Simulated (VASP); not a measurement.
A run of VASP 6.6.1 is set up as follows.

Contents of INCAR:

```
SYSTEM = FeO
ALGO = Normal
EDIFF = 1E-6
ENCUT = 520
GGA = PS
ISIF = 2
ISMEAR = -1
ISPIN = 2
LASPH = .True.
LCHARG = .False.
LMAXMIX = 4
LORBIT = 11
LREAL = .False.
LWAVE = .False.
MAGMOM = 3 0
NBANDS = 18
NELM = 150
PREC = Accurate
SIGMA = 0.05
```

Contents of KPOINTS:

```
k-points
0
Gamma
  11 11 11
  0 0 0
```

The input POSCAR:

```
FeO
1.0
    1.5288796120      0.8826990556      2.5362637132
   -1.5288796120      0.8826990556      2.5362637132
    0.0000000000     -1.7653981111      2.5362637132
Fe O
1 1
Direct
    0.0000000000      0.0000000000      0.0000000000
    0.5000000000      0.5000000000      0.5000000000
```

Potentials or basis: VASP PAW PBE potentials, release 64 (Fe, O).

Run with:

```console
$ cat potpaw_PBE.64/Fe/POTCAR potpaw_PBE.64/O/POTCAR > POTCAR
$ mpirun -np 1 vasp_std > vasp.out
```

Q: What does it give for the net moment?

A: 4.00 μB per cell.

Q: Estimate the pressure.

A: -12.4 GPa.

Q: What does it give for the band gap on the k mesh?

A: Zero (filled and empty bands overlap).

Stress tensor (GPa, compression positive):
```
-12.06   0.00   0.00
  0.00 -12.06   0.00
  0.00   0.00 -13.13
```

Caveat: the PAW data sets were made with another functional, which shifts forces and pressure a little; a cell with one magnetic atom can't hold antiferromagnetic order, which such compounds often take; semilocal functionals often make such compounds metallic where correlation or magnetic order opens a gap, which also shifts bond lengths.
